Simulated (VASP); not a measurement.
Input of a VASP 6.6.1 run:

The input INCAR:

```
SYSTEM = BP
PREC     = Accurate       ! precision mode
ENCUT    = 500            ! plane-wave cutoff, eV
EDIFF    = 1E-6           ! SCF threshold, eV
ISMEAR   = 0              ! smearing method
SIGMA    = 0.02           ! smearing width, eV
LREAL    = .False.        ! projectors in reciprocal space
LASPH    = .True.         ! aspherical terms in the spheres
NELM     = 120            ! most SCF steps
ALGO     = Normal         ! electronic algorithm
ISIF     = 2              ! what is computed and relaxed
LWAVE    = .False.        ! write WAVECAR
LCHARG   = .False.        ! write CHGCAR
GGA      = PS             ! functional
NBANDS   = 11             ! bands
GGA_COMPAT= .False.
```

The input KPOINTS:

```
regular mesh
0
Gamma
  10 10 10
  0 0 0
```

Contents of POSCAR:

```
BP
1.0
    0.0000000000      2.2375332127      2.2705972660
    2.2375332127      0.0000000000      2.2705972660
    2.2375332127      2.2375332127      0.0000000000
B P
1 1
Direct
    0.0000000000      0.0000000000      0.0000000000
    0.2500000000      0.2500000000      0.2500000000
```

Potentials or basis: VASP PAW PBE potentials, release 64 (B, P).

Run with:

```bash
$ cat potpaw_PBE.64/B/POTCAR potpaw_PBE.64/P/POTCAR > POTCAR
$ mpirun -np 1 vasp_std > vasp.out
```

Task: Estimate the pressure.

Result: 2.8 GPa.

Task: What does it give for the band gap on the k mesh?

Result: 0.98 eV, indirect (least direct gap 3.32 eV).

Stress tensor (GPa, compression positive):
```
4.13 0.00 0.00
0.00 4.13 0.00
0.00 0.00 0.11
```

Caveat: the cell differs from its parent crystal (strained cell); the PAW data sets were made with another functional, which shifts forces and pressure a little. A k mesh can miss the band edges.
